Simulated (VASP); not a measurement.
# GaN in VASP: single point with PBE+D3(BJ)

Aim: the single point of GaN with PBE+D3(BJ).

Everything below comes from runs of VASP 6.6.1. Logs are shortened: lines on timing, memory, paths and dates and some standing lists are left out, and cuts for length are marked.

### Step 1. The cell of the first run

The cell holds a sheet with vacuum, 2 atoms: a = 3.207 Å, b = 3.207 Å, c = 23.800 Å, α = 90.00°, β = 90.00°, γ = 120.00°.

### Step 2. Single point, PBE+D3(BJ)

Contents of INCAR:

```
SYSTEM = GaN
ALGO = Normal
DIPOL = 0.5 0.5 0.294
EDIFF = 1E-6
ENCUT = 520
GGA = PE
GGA_COMPAT = .FALSE.
IDIPOL = 3
ISIF = 2
ISMEAR = 0
IVDW = 12
LASPH = .TRUE.
LCHARG = .FALSE.
LDIPOL = .TRUE.
LREAL = .FALSE.
LWAVE = .FALSE.
NBANDS = 16
NELM = 120
NELMDL = -8
PREC = Accurate
SIGMA = 0.03
```

Contents of KPOINTS:

```
k-points
0
G
  12 12 1
  0 0 0
```

Contents of POSCAR:

```
GaN
1.0
    3.2065026940      0.0000000000      0.0000000000
   -1.6032513470      2.7769127903      0.0000000000
    0.0000000000      0.0000000000     23.8000000000
Ga N
1 1
Direct
    0.3333333333      0.6666666667      0.2941176471
    0.6666666667      0.3333333333      0.2941176471
```

Potentials or basis: VASP PAW PBE potentials, release 64 (Ga_d, N).

On the command line:

```sh
$ cat potpaw_PBE.64/Ga_d/POTCAR potpaw_PBE.64/N/POTCAR > POTCAR
$ mpirun -np 1 vasp_std > vasp.out
```

OUTCAR:

```text
SYSTEM = GaN
   EDIFF = 1E-6
   ENCUT = 520
   GGA = PE
   ISIF = 2
   ISMEAR = 0
   IVDW = 12
   LASPH = .TRUE.
   LREAL = .FALSE.
   NELM = 120
   NELMDL = -8
   PREC = Accurate
 IVDW          = 12

 ion  position               nearest neighbor table
   1  0.333  0.667  0.294-   2 1.85   2 1.85   2 1.85
   2  0.667  0.333  0.294-   1 1.85   1 1.85   1 1.85

  LATTYP: Found a hexagonal cell.
 ALAT       =     3.2065026940
 C/A-ratio  =     7.4224169668

  Lattice vectors:

 A1 = (   3.2065026940,   0.0000000000,   0.0000000000)
 A2 = (  -1.6032513470,   2.7769127903,   0.0000000000)
 A3 = (   0.0000000000,   0.0000000000,  23.8000000000)

Analysis of symmetry for initial positions (statically):
=====================================================================
 Subroutine PRICEL returns:
 Original cell was already a primitive cell.

 Routine SETGRP: Setting up the symmetry group for a
 hexagonal supercell.

 Subroutine GETGRP returns: Found 12 space group operations
 (whereof  6 operations were pure point group operations)
 out of a pool of 24 trial point group operations.

The static configuration has the point symmetry C_3v.
 The point group associated with its full space group is D_3h.

Analysis of symmetry for dynamics (positions and initial velocities):
=====================================================================
 Subroutine PRICEL returns:
 Original cell was already a primitive cell.

 Routine SETGRP: Setting up the symmetry group for a
 hexagonal supercell.

 Subroutine GETGRP returns: Found 12 space group operations
 (whereof  6 operations were pure point group operations)
 out of a pool of 24 trial point group operations.

The dynamic configuration has the point symmetry C_3v.
 The point group associated with its full space group is D_3h.

 Subroutine INISYM returns: Found 12 space group operations
 (whereof  6 operations are pure point group operations),
 and found     1 'primitive' translations

----------------------------------------------------------------------------------------

                                     Primitive cell

  volume of cell :     211.9194

  direct lattice vectors                    reciprocal lattice vectors
     3.206502694  0.000000000  0.000000000     0.311866259  0.180056069  0.000000000
    -1.603251347  2.776912790  0.000000000     0.000000000  0.360112137  0.000000000
     0.000000000  0.000000000 23.800000000     0.000000000  0.000000000  0.042016807

  length of vectors
     3.206502694  3.206502694 23.800000000     0.360112137  0.360112137  0.042016807

  position of ions in fractional coordinates (direct lattice)
     0.333333333  0.666666667  0.294117647
     0.666666667  0.333333333  0.294117647

  ion indices of the primitive-cell ions
   primitive index   ion index
                 1           1
                 2           2

----------------------------------------------------------------------------------------

 KPOINTS: k-points

Automatic generation of k-mesh.
 Grid dimensions read from file:
 generate k-points for:   12   12    1

 Generating k-lattice:

  Cartesian coordinates                     Fractional coordinates (reciprocal lattice)
     0.025988855  0.015004672  0.000000000     0.083333333  0.000000000  0.000000000
     0.000000000  0.030009345  0.000000000     0.000000000  0.083333333  0.000000000
     0.000000000  0.000000000  0.042016807     0.000000000  0.000000000  1.000000000

  Length of vectors
     0.030009345  0.030009345  0.042016807

  Shift w.r.t. Gamma in fractional coordinates (k-lattice)
     0.000000000  0.000000000  0.000000000

 Subroutine IBZKPT returns following result:
 ===========================================

 Found     19 irreducible k-points:

 Following reciprocal coordinates:
            Coordinates               Weight
  0.000000  0.000000  0.000000      1.000000
  0.083333 -0.000000  0.000000      6.000000
  0.166667 -0.000000  0.000000      6.000000
  0.250000 -0.000000  0.000000      6.000000
  0.333333  0.000000  0.000000      6.000000
  0.416667 -0.000000  0.000000      6.000000
[... 11 lines left out ...]
  0.333333  0.250000  0.000000     12.000000
  0.333333  0.333333  0.000000      2.000000
   k-points           NKPTS =     19   k-points in BZ     NKDIM =     19   number of bands    NBANDS=     16
   number of dos      NEDOS =    301   number of ions     NIONS =      2
   total plane-waves  NPLWV = 103680
   dimension x,y,z NGX =    24 NGY =   24 NGZ =  180
   dimension x,y,z NGXF=    48 NGYF=   48 NGZF=  360
   ions per type =               1   1
   NGX,Y,Z   is equivalent  to a cutoff of  12.44, 12.44, 12.57 a.u.
   NGXF,Y,Z  is equivalent  to a cutoff of  24.89, 24.89, 25.15 a.u.
 SYSTEM =  GaN
   PREC   = accura    normal or accurate (medium, high low for compatibility)
   ISTART =      0    job   : 0-new  1-cont  2-samecut
   ICHARG =      2    charge: 1-file 2-atom 10-const
   ISPIN  =      1    spin polarized calculation?
   LNONCOLLINEAR =      F non collinear calculations
   LSORBIT =      F    spin-orbit coupling
   LASPH  =      T    aspherical Exc in radial PAW
   ENCUT  =  520.0 eV  38.22 Ry    6.18 a.u.   5.96  5.96 44.25*2*pi/ulx,y,z
   NELM   =    120;   NELMIN=  2; NELMDL= -8     # of ELM steps
   EDIFF  = 0.1E-05   stopping-criterion for ELM
   LREAL  =      F    real-space projection
   EDIFFG = 0.1E-04   stopping-criterion for IOM
   NSW    =      0    number of steps for IOM
   IBRION =     -1    ionic relax: 0-MD 1-quasi-New 2-CG
   NFREE  =      0    steps in history (QN), initial steepest desc. (CG)
   ISIF   =      2    stress and relaxation
   ISYM   =      2    0-nonsym 1-usesym 2-fastsym
   POTIM  = 0.5000    time-step for ionic-motion
   TEBEG  =    0.0;   TEEND  =   0.0 temperature during run
   PSTRESS=    0.0 pullay stress
   NELECT =      18.0000    total number of electrons
   NUPDOWN=      -1.0000    fix difference up-down
   EMIN   =  10.00;   EMAX   =-10.00  energy-range for DOS
   EFERMI =   0.00;   METHOD = LEGACY
   ISMEAR =     0;   SIGMA  =   0.03  broadening in eV -4-tet -1-fermi 0-gaus
   EFERMI_NEDOS =   21; number of points for ismear=-14 and -15
   IALGO  =     38    algorithm
   IMIX   =      4    mixing-type and parameters
     AMIX     =   0.40;   BMIX     =  1.00
     AMIX_MAG =   1.60;   BMIX_MAG =  1.00
  volume/ion in A,a.u.               =     105.96       715.05
  Fermi-wavevector in a.u.,A,eV,Ry     =   0.719629  1.359902  7.045996  0.517866
  Thomas-Fermi vector in A             =   1.808874
   LORBIT       =      0    0 simple, 1 ext, 2 COOP (PROOUT), +10 PAW based schemes
   GGA     = PE    functional components
   LHFCALC =     F    Hartree Fock is set to
   AEXX    =    0.0000 exact exchange contribution
   IVDW    =    12    specifies the selected vdW correction
   LEPSILON=     F    determine dielectric tensor
   LRPA    =     F    only Hartree local field effects (RPA)
 non-spin polarized calculation
 Gauss-broadening in eV      SIGMA  =   0.03
  energy-cutoff  :      520.00
  volume of cell :      211.92
 maximum number of plane-waves:      5760
 NGX is ok and might be reduce to    24
   NGX = 11   NGY = 11   NGZ = 89

 dipolmoment           0.000000      0.000000     -0.000013 electrons x Angstroem

 number of electron      17.9999984 magnetization

 dipolmoment           0.000000      0.000000      0.000005 electrons x Angstroem

 Free energy of the ion-electron system (eV)
  ---------------------------------------------------
  ext. energy  EPLUGINS =         0.00000000
  ---------------------------------------------------
  free energy    TOTEN  =       -11.45448518 eV

  energy without entropy =      -11.45448518  energy(sigma->0) =      -11.45448518

 E-fermi :  -3.9934     XC(G=0):  -1.8592

 val. band max:       -4.1911257181   @ k =   0.3333   0.3333   0.0000
 cond. band min:      -2.0044241997   @ k =   0.0000   0.0000   0.0000
 fundamental gap:      2.1867015184
 Fermi energy:        -3.9933553509

 k-point     1 :       0.0000    0.0000    0.0000
  band No.  band energies     occupation
      1     -19.4746      2.00000
      2     -17.5489      2.00000
      3     -17.5489      2.00000
      4     -17.3056      2.00000
      5     -17.3056      2.00000
      6     -16.6368      2.00000
[... 8 lines left out ...]
     15       2.4577      0.00000
     16       2.7969      0.00000

 k-point     2 :       0.0833   -0.0000    0.0000
  band No.  band energies     occupation
      1     -19.4215      2.00000
      2     -17.5528      2.00000
      3     -17.5292      2.00000
      4     -17.3142      2.00000
      5     -17.3069      2.00000
      6     -16.5993      2.00000
[... 8 lines left out ...]
     15       2.6095      0.00000
     16       2.8777      0.00000

 k-point     3 :       0.1667   -0.0000    0.0000
  band No.  band energies     occupation
      1     -19.2806      2.00000
      2     -17.5567      2.00000
      3     -17.4746      2.00000
      4     -17.3373      2.00000
      5     -17.3103      2.00000
      6     -16.4814      2.00000
[... 8 lines left out ...]
     15       3.0425      0.00000
     16       3.1031      0.00000

 k-point     4 :       0.2500   -0.0000    0.0000
  band No.  band energies     occupation
      1     -19.1032      2.00000
      2     -17.5458      2.00000
      3     -17.3980      2.00000
      4     -17.3682      2.00000
      5     -17.3149      2.00000
      6     -16.2678      2.00000
[... 8 lines left out ...]
     15       3.4829      0.00000
     16       3.6409      0.00000
[... 229 lines left out ...]
 k-point    17 :       0.2500    0.2500    0.0000
  band No.  band energies     occupation
      1     -18.8068      2.00000
      2     -17.5325      2.00000
      3     -17.4088      2.00000
      4     -17.3430      2.00000
      5     -17.2579      2.00000
      6     -15.4446      2.00000
[... 8 lines left out ...]
     15       5.2948      0.00000
     16       5.3296      0.00000

 k-point    18 :       0.3333    0.2500    0.0000
  band No.  band energies     occupation
      1     -18.7616      2.00000
      2     -17.5244      2.00000
      3     -17.4126      2.00000
      4     -17.3514      2.00000
      5     -17.2453      2.00000
      6     -15.1954      2.00000
[... 8 lines left out ...]
     15       6.1864      0.00000
     16       6.2959      0.00000

 k-point    19 :       0.3333    0.3333    0.0000
  band No.  band energies     occupation
      1     -18.7421      2.00000
      2     -17.5274      2.00000
      3     -17.4101      2.00000
      4     -17.3584      2.00000
      5     -17.2446      2.00000
      6     -15.0929      2.00000
[... 8 lines left out ...]
     15       6.9507      0.00000
     16       7.3347      0.00000

------------------------ aborting loop because EDIFF is reached ----------------------------------------

 vacuum level on the upper side and lower side of the slab       (xc-potential included)        -0.007        -0.007

 Edisp (eV)   -0.17710

 E8    (eV) :    -0.0752

  FORCE on cell =-STRESS in cart. coord.  units (eV):
  Direction    XX          YY          ZZ          XY          YZ          ZX
  --------------------------------------------------------------------------------------
  -------------------------------------------------------------------------------------
  Total      -0.05117    -0.05117    -0.01324     0.00000     0.00000     0.00000
  in kB      -0.38687    -0.38687    -0.10012     0.00000     0.00000     0.00000
  external pressure =       -0.29 kB  Pullay stress =        0.00 kB

 VOLUME and BASIS-vectors are now :
 -----------------------------------------------------------------------------
  energy-cutoff  :      520.00
  volume of cell :      211.92
      direct lattice vectors                 reciprocal lattice vectors
     3.206502694  0.000000000  0.000000000     0.311866259  0.180056069  0.000000000
    -1.603251347  2.776912790  0.000000000     0.000000000  0.360112137  0.000000000
     0.000000000  0.000000000 23.800000000     0.000000000  0.000000000  0.042016807

 POSITION                                       TOTAL-FORCE (eV/Angst)
 -----------------------------------------------------------------------------------
     -0.00000      1.85128      7.00000         0.000000      0.000000      0.000000
      1.60325      0.92564      7.00000        -0.000000      0.000000      0.000000
 -----------------------------------------------------------------------------------
    total drift:                                0.000006     -0.000004      0.000279

  FREE ENERGIE OF THE ION-ELECTRON SYSTEM (eV)
  ---------------------------------------------------
  free  energy   TOTEN  =       -11.6315808929 eV

  energy  without entropy=      -11.6315808929  energy(sigma->0) =      -11.63158089

 vacuum level on the upper side and lower side of the slab         1.097         1.097
```

Run time: 3.5 min. Hardware: 1 thread of AMD EPYC 7R43 (Zen 3), shared host; peak memory 0.26 GiB.

Results:

```yaml
Free_energy: -11.6316 eV
Band_gap_on_the_k_mesh: 2.19 eV (least direct gap 2.48 eV)
Dispersion_energy_per_atom: -0.089 eV
```
